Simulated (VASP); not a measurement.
# Si2W (I4/mmm) in VASP: notebook

The runs below take Si2W through single point, relaxation of cell and atoms, with PBEsol.

Everything below comes from runs of VASP 6.6.1. Logs are shortened: lines on timing, memory, paths and dates and some standing lists are left out, and cuts for length are marked.

### Step 1. The cell of the first run

The structure is tetragonal, space group I4/mmm (No. 139). Conventional cell: a = 3.198 Å, b = 3.198 Å, c = 7.807 Å, α = 90.00°, β = 90.00°, γ = 90.00°. Within 3.4 Å of Si (site symmetry 4mm) lie 9 Si at 2.58 to 3.20 Å and 5 W at 2.60 to 2.61 Å. W (site symmetry 4/mmm) has 10 Si at 2.60 to 2.61 Å and 4 W at 3.20 Å within 3.4 Å.

### Step 2. Single point, PBEsol

Input file INCAR:

```
  PREC = Accurate
  ENCUT = 520
  EDIFF = 1E-6
  ISMEAR = 0
  SIGMA = 0.1
  LREAL = False
  LASPH = True
  NELM = 100
  ALGO = Normal
  ISIF = 2
  LWAVE = False
  LCHARG = False
  GGA = PS
  NBANDS = 18
```

Input file KPOINTS:

```
regular mesh
0
Gamma
  18 18 18
```

Input file POSCAR:

```
Si2W
1.0
   -1.5987803935      1.5987803935      3.9032647634
    1.5987803935     -1.5987803935      3.9032647634
    1.5987803935      1.5987803935     -3.9032647634
Si W
2 1
Direct
    0.3344404940      0.3344404940      0.0000000000
    0.6655595060      0.6655595060      0.0000000000
    0.0000000000      0.0000000000      0.0000000000
```

Potentials or basis: VASP PAW PBE potentials, release 64 (Si, W_sv).

On the command line:

```sh
$ cat potpaw_PBE.64/Si/POTCAR potpaw_PBE.64/W_sv/POTCAR > POTCAR
$ mpirun -np 1 vasp_std > vasp.out
```

OUTCAR:

```text
PREC = Accurate
   ENCUT = 520
   EDIFF = 1E-6
   ISMEAR = 0
   LREAL = False
   LASPH = True
   NELM = 100
   ISIF = 2
   GGA = PS

 ion  position               nearest neighbor table
   1  0.334  0.334  0.000-   2 2.58   3 2.60   3 2.60   3 2.60   3 2.60   3 2.61   2 2.62   2 2.62
                             2 2.62   2 2.62
   2  0.666  0.666  0.000-   1 2.58   3 2.60   3 2.60   3 2.60   3 2.60   3 2.61   1 2.62   1 2.62
                             1 2.62   1 2.62
   3  0.000  0.000  0.000-   2 2.60   2 2.60   2 2.60   1 2.60   2 2.60   1 2.60   1 2.60   1 2.60
                             1 2.61   2 2.61

  LATTYP: Found a body centered tetragonal cell.
 ALAT       =     3.1975607870
 C/A-ratio  =     2.4414014453

  Lattice vectors:

 A1 = (  -1.5987803935,   1.5987803935,   3.9032647634)
 A2 = (   1.5987803935,  -1.5987803935,   3.9032647634)
 A3 = (   1.5987803935,   1.5987803935,  -3.9032647634)

Analysis of symmetry for initial positions (statically):
=====================================================================
 Subroutine PRICEL returns:
 Original cell was already a primitive cell.

 Routine SETGRP: Setting up the symmetry group for a
 body centered tetragonal supercell.

 Subroutine GETGRP returns: Found 16 space group operations
 (whereof 16 operations were pure point group operations)
 out of a pool of 16 trial point group operations.

The static configuration has the point symmetry D_4h.

Analysis of symmetry for dynamics (positions and initial velocities):
=====================================================================
 Subroutine PRICEL returns:
 Original cell was already a primitive cell.

 Routine SETGRP: Setting up the symmetry group for a
 body centered tetragonal supercell.

 Subroutine GETGRP returns: Found 16 space group operations
 (whereof 16 operations were pure point group operations)
 out of a pool of 16 trial point group operations.

The dynamic configuration has the point symmetry D_4h.

 Subroutine INISYM returns: Found 16 space group operations
 (whereof 16 operations are pure point group operations),
 and found     1 'primitive' translations

----------------------------------------------------------------------------------------

                                     Primitive cell

  volume of cell :      39.9085

  direct lattice vectors                    reciprocal lattice vectors
    -1.598780394  1.598780394  3.903264763     0.000000000  0.312738386  0.128097895
     1.598780394 -1.598780394  3.903264763     0.312738386  0.000000000  0.128097895
[... 90 lines left out ...]
   NSW    =      0    number of steps for IOM
   IBRION =     -1    ionic relax: 0-MD 1-quasi-New 2-CG
   NFREE  =      0    steps in history (QN), initial steepest desc. (CG)
   ISIF   =      2    stress and relaxation
   ISYM   =      2    0-nonsym 1-usesym 2-fastsym
   POTIM  = 0.5000    time-step for ionic-motion
   TEBEG  =    0.0;   TEEND  =   0.0 temperature during run
   PSTRESS=    0.0 pullay stress
   NELECT =      22.0000    total number of electrons
   NUPDOWN=      -1.0000    fix difference up-down
   EMIN   =  10.00;   EMAX   =-10.00  energy-range for DOS
   EFERMI =   0.00;   METHOD = LEGACY
   ISMEAR =     0;   SIGMA  =   0.10  broadening in eV -4-tet -1-fermi 0-gaus
   EFERMI_NEDOS =   21; number of points for ismear=-14 and -15
   IALGO  =     38    algorithm
   IMIX   =      4    mixing-type and parameters
     AMIX     =   0.40;   BMIX     =  1.00
     AMIX_MAG =   1.60;   BMIX_MAG =  1.00
  volume/ion in A,a.u.               =      13.30        89.77
  Fermi-wavevector in a.u.,A,eV,Ry     =   1.342334  2.536643 24.515793  1.801860
  Thomas-Fermi vector in A             =   2.470496
   LORBIT       =      0    0 simple, 1 ext, 2 COOP (PROOUT), +10 PAW based schemes
   GGA     = PS    functional components
   LHFCALC =     F    Hartree Fock is set to
   AEXX    =    0.0000 exact exchange contribution
   IVDW    =     0    specifies the selected vdW correction
   LEPSILON=     F    determine dielectric tensor
   LRPA    =     F    only Hartree local field effects (RPA)
 non-spin polarized calculation
 Gauss-broadening in eV      SIGMA  =   0.10
  energy-cutoff  :      520.00
  volume of cell :       39.91
 maximum number of plane-waves:      1096
 NGX is ok and might be reduce to    36
   NGX = 17   NGY = 17   NGZ = 17

 number of electron      21.9999999 magnetization

 Free energy of the ion-electron system (eV)
  ---------------------------------------------------
  ext. energy  EPLUGINS =         0.00000000
  ---------------------------------------------------
  free energy    TOTEN  =       -26.63976766 eV

  energy without entropy =      -26.63887806  energy(sigma->0) =      -26.63932286

 E-fermi :  12.0512     XC(G=0): -12.6690

 val. band max:       12.0239391207   @ k =  -0.3889   0.5000   0.3333
 cond. band min:      12.1033235907   @ k =  -0.3889  -0.4444   0.3333
 fundamental gap:      0.0793844700
 Fermi energy:        12.0512303031

 k-point     1 :       0.0000    0.0000    0.0000
  band No.  band energies     occupation
      1     -61.7256      2.00000
      2     -26.0065      2.00000
      3     -25.9733      2.00000
      4     -25.9733      2.00000
      5      -2.1335      2.00000
      6       5.1025      2.00000
[... 481 lines left out ...]
      5      -1.2122      2.00000
      6       5.2583      2.00000
[... 10 lines left out ...]
     17      18.4668      0.00000
     18      20.3223      0.00000

 [... further k-points ...]

------------------------ aborting loop because EDIFF is reached ----------------------------------------

  FORCE on cell =-STRESS in cart. coord.  units (eV):
  Direction    XX          YY          ZZ          XY          YZ          ZX
  --------------------------------------------------------------------------------------
  -------------------------------------------------------------------------------------
  Total        0.3382399      0.3382399      0.3151435      0.0000000      0.0000000      0.0000000
  in kB       13.5790619     13.5790619     12.6518272      0.0000000      0.0000000      0.0000000
  external PRESSURE =      13.2699837 kB  Pullay stress =       0.0000000 kB

 VOLUME and BASIS-vectors are now :
 -----------------------------------------------------------------------------
  energy-cutoff  :      520.00
  volume of cell :       39.91
      direct lattice vectors                 reciprocal lattice vectors
    -1.598780394  1.598780394  3.903264763     0.000000000  0.312738386  0.128097895
     1.598780394 -1.598780394  3.903264763     0.312738386  0.000000000  0.128097895
     1.598780394  1.598780394 -3.903264763     0.312738386  0.312738386  0.000000000

 POSITION                                       TOTAL-FORCE (eV/Angst)
 -----------------------------------------------------------------------------------
      0.00000      0.00000      2.61082         0.000000      0.000000     -0.002809
      0.00000      0.00000      5.19571        -0.000000     -0.000000      0.002809
      0.00000      0.00000      0.00000         0.000000      0.000000      0.000000
 -----------------------------------------------------------------------------------
    total drift:                               -0.000000     -0.000000      0.000000

  FREE ENERGIE OF THE ION-ELECTRON SYSTEM (eV)
  ---------------------------------------------------
  free  energy   TOTEN  =       -26.6397676558 eV

  energy  without entropy=      -26.6388780609  energy(sigma->0) =      -26.63932286
```

OSZICAR:

```text
N       E                     dE             d eps       ncg     rms          rms(c)
DAV:   1     0.129533792950E+03    0.12953E+03   -0.10840E+04 17280   0.124E+03
DAV:   2    -0.229750302579E+02   -0.15251E+03   -0.14881E+03 19742   0.322E+02
DAV:   3    -0.274713777633E+02   -0.44963E+01   -0.44343E+01 21576   0.497E+01
DAV:   4    -0.275101295558E+02   -0.38752E-01   -0.38688E-01 20544   0.486E+00
DAV:   5    -0.275105414593E+02   -0.41190E-03   -0.41187E-03 20426   0.531E-01    0.267E+01
DAV:   6    -0.267607126773E+02    0.74983E+00   -0.31418E+00 18586   0.128E+01    0.949E+00
DAV:   7    -0.266646203898E+02    0.96092E-01   -0.20870E-01 18508   0.258E+00    0.460E+00
DAV:   8    -0.266404714188E+02    0.24149E-01   -0.42809E-02 19782   0.156E+00    0.322E-01
DAV:   9    -0.266399205631E+02    0.55086E-03   -0.98616E-04 19770   0.255E-01    0.187E-01
DAV:  10    -0.266397722761E+02    0.14829E-03   -0.25772E-04 20666   0.138E-01    0.447E-02
DAV:  11    -0.266397674017E+02    0.48745E-05   -0.30788E-05 19624   0.396E-02    0.182E-02
DAV:  12    -0.266397676558E+02   -0.25417E-06   -0.12004E-06 12990   0.741E-03
   1 F= -.26639768E+02 E0= -.26639323E+02  d E =-.889595E-03
```

stdout:

```text
POSCAR found type information on POSCAR SiW
 POSCAR found :  2 types and       3 ions
 scaLAPACK will be used
 -----------------------------------------------------------------------------
|                                                                             |
|                                                                             |
|     You enforced a specific xc type in the INCAR file but a different       |
|     I HOPE YOU KNOW WHAT YOU ARE DOING!                                     |
|                                                                             |
 -----------------------------------------------------------------------------

 LDA part: xc-table for (Slater+PW92), standard interpolation
 POSCAR, INCAR and KPOINTS ok, starting setup
 FFT: planning ... GRIDC
 FFT: planning ... GRID_SOFT
 FFT: planning ... GRID
 WAVECAR not read
 entering main loop
```

Wall time 2.8 min (1 thread of Intel Xeon 6975P-C (Granite Rapids), shared host); peak memory 0.45 GiB.

What came out:

```yaml
Free_energy: -26.6398 eV
Pressure: 1.3 GPa
Band_gap_on_the_k_mesh: zero (bands 11 and 12 overlap by 1.31 eV)
```

Forces on the atoms (eV/Å):
```
Si   0.000  0.000 -0.003
Si   0.000  0.000  0.003
W    0.000  0.000  0.000
```

Stress tensor (GPa, compression positive):
```
1.36 0.00 0.00
0.00 1.36 0.00
0.00 0.00 1.27
```

Levels at points of the mesh, in eV from the Fermi level:
| k point | band 7 | band 8 | band 9 | band 10 | band 11 | band 12 | band 13 | band 14 | band 15 | band 16 |
| --- | --- | --- | --- | --- | --- | --- | --- | --- | --- | --- |
| (0.00, 0.00, 0.00) | -3.73 | -3.42 | -2.87 | -2.87 | 0.63 | 2.85 | 2.85 | 3.15 | 3.15 | 4.67 |
| (0.50, 0.00, 0.00) | -5.81 | -4.89 | -2.83 | -2.82 | -0.45 | 2.75 | 2.83 | 3.97 | 4.51 | 5.13 |
| (0.50, 0.50, 0.00) | -6.07 | -5.47 | -5.07 | -3.32 | -1.75 | 2.84 | 3.02 | 3.19 | 3.92 | 4.32 |
| (0.50, 0.50, 0.50) | -3.95 | -2.64 | -0.82 | -0.82 | -0.51 | -0.51 | 0.82 | 4.54 | 5.04 | 6.12 |

Caveat: the PAW data sets were made with another functional, which shifts forces and pressure a little; spin-orbit coupling is left out, which moves the levels of the heavy elements.

### Step 3. Single point, PBEsol

This run uses another cell than the first one, of 13.42 Å³/atom.

Input file INCAR:

```
SYSTEM = Si2W
PREC     = Accurate       ! precision mode
ENCUT    = 520            ! plane-wave cutoff, eV
EDIFF    = 1E-7           ! SCF threshold, eV
ISMEAR   = 0              ! smearing method
SIGMA    = 0.1            ! smearing width, eV
LREAL    = .False.        ! projectors in reciprocal space
LASPH    = .True.         ! aspherical terms in the spheres
NELM     = 100            ! most SCF steps
ALGO     = Normal         ! electronic algorithm
ISIF     = 2              ! what is computed and relaxed
LWAVE    = .False.        ! write WAVECAR
LCHARG   = .False.        ! write CHGCAR
GGA      = PS             ! functional
NBANDS   = 18             ! bands
```

Input file KPOINTS:

```
Automatic mesh
0
Gamma
  18 18 18
  0 0 0
```

Input file POSCAR:

```
Si2W
1.0
   -1.6038272638      1.6038272638      3.9126150263
    1.6038272638     -1.6038272638      3.9126150263
    1.6038272638      1.6038272638     -3.9126150263
Si W
2 1
Direct
    0.3345995217      0.3345995217      0.0000000000
    0.6654004783      0.6654004783      0.0000000000
    0.0000000000      0.0000000000      0.0000000000
```

Potentials or basis: VASP PAW PBE potentials, release 64 (Si, W_sv).

On the command line:

```sh
$ cat potpaw_PBE.64/Si/POTCAR potpaw_PBE.64/W_sv/POTCAR > POTCAR
$ mpirun -np 1 vasp_std > vasp.out
```

Run time: 3.5 min. Hardware: 1 thread of Intel Xeon 6975P-C (Granite Rapids), shared host; peak memory 0.45 GiB.

The run converged. Its results:

```
Free energy            : -26.6406 eV
Pressure               : -0.7 GPa
Largest force          : 0.006 eV/Å
Band gap on the k mesh : zero (bands 11 and 12 overlap by 1.29 eV)
```

Forces in eV/Å, atoms in the order of the input:
```
Si   0.000  0.000 -0.006
Si   0.000  0.000  0.006
W    0.000  0.000  0.000
```

Levels at points of the mesh, in eV from the Fermi level:
```csv
k point,band 7,band 8,band 9,band 10,band 11,band 12,band 13,band 14,band 15,band 16
"(0.00, 0.00, 0.00)",-3.73,-3.38,-2.85,-2.85,0.62,2.80,2.89,3.11,3.11,4.63
"(0.50, 0.00, 0.00)",-5.78,-4.86,-2.80,-2.79,-0.44,2.71,2.81,3.95,4.45,5.11
"(0.50, 0.50, 0.00)",-6.02,-5.47,-5.03,-3.28,-1.75,2.82,2.98,3.14,3.90,4.31
"(0.50, 0.50, 0.50)",-3.90,-2.61,-0.82,-0.82,-0.51,-0.51,0.80,4.52,4.94,6.12
```

Caveat: the PAW data sets were made with another functional, which shifts forces and pressure a little; spin-orbit coupling is left out, which moves the levels of the heavy elements.

### Step 4. Single point, PBEsol

This run uses another cell than the first one, of 10.55 Å³/atom.

Input file INCAR:

```
  PREC = Accurate
  ENCUT = 520
  EDIFF = 1E-6
  ISMEAR = 0
  SIGMA = 0.1
  LREAL = F
  LASPH = T
  NELM = 80
  ALGO = Normal
  ISIF = 2
  LWAVE = F
  LCHARG = F
  GGA = PS
  NBANDS = 18
```

Input file KPOINTS:

```
Automatic mesh
0
Gamma
  20 20 20
```

Input file POSCAR:

```
Si2W
1.0
   -1.4704630083      1.4704630083      3.6606926631
    1.4704630083     -1.4704630083      3.6606926631
    1.4704630083      1.4704630083     -3.6606926631
Si W
2 1
Direct
    0.3313415362      0.3313415362      0.0000000000
    0.6686584638      0.6686584638      0.0000000000
    0.0000000000      0.0000000000      0.0000000000
```

On the command line:

```sh
$ cat potpaw_PBE.64/Si/POTCAR potpaw_PBE.64/W_sv/POTCAR > POTCAR
$ mpirun -np 1 vasp_std > vasp.out
```

It took 1.9 min on 1 thread of Intel Xeon 6975P-C (Granite Rapids), shared host; peak memory 0.45 GiB.

Results (log left out):

```yaml
Free_energy: -24.6751 eV
Pressure: 91.1 GPa
Largest_force: 0.013 eV/Å
Band_gap_on_the_k_mesh: zero (bands 11 and 12 overlap by 1.90 eV)
```

Forces in eV/Å, atoms in the order of the input:
```
Si   0.000  0.000 -0.013
Si   0.000  0.000  0.013
W    0.000  0.000  0.000
```

Stress tensor (GPa, compression positive):
```
91.18  0.00  0.00
 0.00 91.18  0.00
 0.00  0.00 91.08
```

Levels at points of the mesh, in eV from the Fermi level:
| k point | band 8 | band 9 | band 10 | band 11 | band 12 | band 13 | band 14 | band 15 |
| --- | --- | --- | --- | --- | --- | --- | --- | --- |
| (0.00, 0.00, 0.00) | -3.69 | -3.57 | -3.57 | 1.04 | 1.75 | 4.27 | 4.27 | 4.58 |
| (0.50, 0.00, 0.00) | -5.49 | -3.89 | -3.38 | -0.78 | 3.27 | 4.03 | 4.21 | 5.95 |
| (0.50, 0.50, 0.00) | -6.12 | -5.46 | -4.57 | -1.44 | 3.57 | 4.37 | 4.41 | 4.58 |
| (0.50, 0.50, 0.50) | -3.61 | -0.74 | -0.74 | -0.68 | -0.68 | 1.32 | 5.14 | 5.93 |

Caveat: the cell stands under pressure; the PAW data sets were made with another functional, which shifts forces and pressure a little; spin-orbit coupling is left out, which moves the levels of the heavy elements.

(Part 1 of 2 ends here.)

The gap in the log of VASP goes by the Fermi energy; the results here count the filled bands.